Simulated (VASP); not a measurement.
## ScSi6: relaxation of cell and atoms with PBE

ScSi6:

```xyz
7
Lattice="-3.3190 3.3190 3.3190 3.3190 -3.3190 3.3190 3.3190 3.3190 -3.3190" Properties=species:S:1:pos:R:3 pbc="T T T"
Sc    0.0000    0.0000    0.0000
Si    0.0000    3.3190    1.6595
Si    3.3190    0.0000    1.6595
Si    1.6595    3.3190    0.0000
Si    0.0000    1.6595    3.3190
Si    1.6595    0.0000    3.3190
Si    3.3190    1.6595    0.0000
```

The cell was generated, and may not be a known phase.

| Quantity | Value |
| --- | --- |
| Program | VASP 6.6.1 |
| Task | relaxation of cell and atoms |
| Functional | PBE |
| Potentials or basis | VASP PAW PBE potentials, release 64 (Sc_sv, Si) |
| Cutoff | 600 eV |
| k mesh | 8 × 8 × 8 |
| Occupations | gaussian, width 0.1 eV |
| Spin | no spin polarisation |
| Dipole correction | no |
| Further INCAR settings | ALGO = Normal; EDIFF = 1e-06; IBRION = 2; EDIFFG = -0.01; NSW = 100; ISIF = 3 |

| Item | Value |
| --- | --- |
| Relaxed volume | 20.94 Å³/atom |
| Relaxed cell | a = 5.753 Å, b = 5.753 Å, c = 5.753 Å, α = 109.47°, β = 109.47°, γ = 109.47° |
| Space group after relaxing (to 0.1 Å) | Im-3m (No. 229) |
| Energy gained by relaxing | 0.0 meV/atom |
| Ionic steps | 2 |
| Pressure after relaxing | -0.1 GPa |
| Band gap on the k mesh | zero (an odd number of electrons rules out a gap without spin polarisation) |

Final structure:
```xyz
7
Lattice="-3.3214 3.3214 3.3214 3.3214 -3.3214 3.3214 3.3214 3.3214 -3.3214" Properties=species:S:1:pos:R:3 pbc="T T T"
Sc    3.3214    3.3214    3.3214
Si    0.0000    3.3214    1.6607
Si    3.3214    0.0000    1.6607
Si    1.6607    3.3214    0.0000
Si    0.0000    1.6607    3.3214
Si    1.6607    0.0000    3.3214
Si    3.3214    1.6607    0.0000
```

Levels at points of the mesh, in eV from the Fermi level:
| k point | band 14 | band 15 | band 16 | band 17 | band 18 | band 19 | band 20 | band 21 |
| --- | --- | --- | --- | --- | --- | --- | --- | --- |
| (0.00, 0.00, 0.00) | -2.70 | -2.70 | -2.70 | 0.21 | 0.21 | 0.23 | 0.99 | 1.11 |
| (0.50, 0.00, 0.00) | -2.61 | -1.66 | -1.01 | -0.67 | 0.17 | 0.24 | 0.27 | 0.59 |
| (0.50, 0.50, 0.50) | -0.55 | -0.55 | -0.55 | -0.17 | -0.17 | -0.17 | 0.00 | 0.61 |

Wall time 2.5 min on 1 thread of Intel(R) Xeon(R) Platinum 8488C (Sapphire Rapids) (shared host), peak memory 0.39 GiB.

Caveat: an odd number of electrons without spin polarisation forces a metal; a magnetic or distorted state may lie lower.
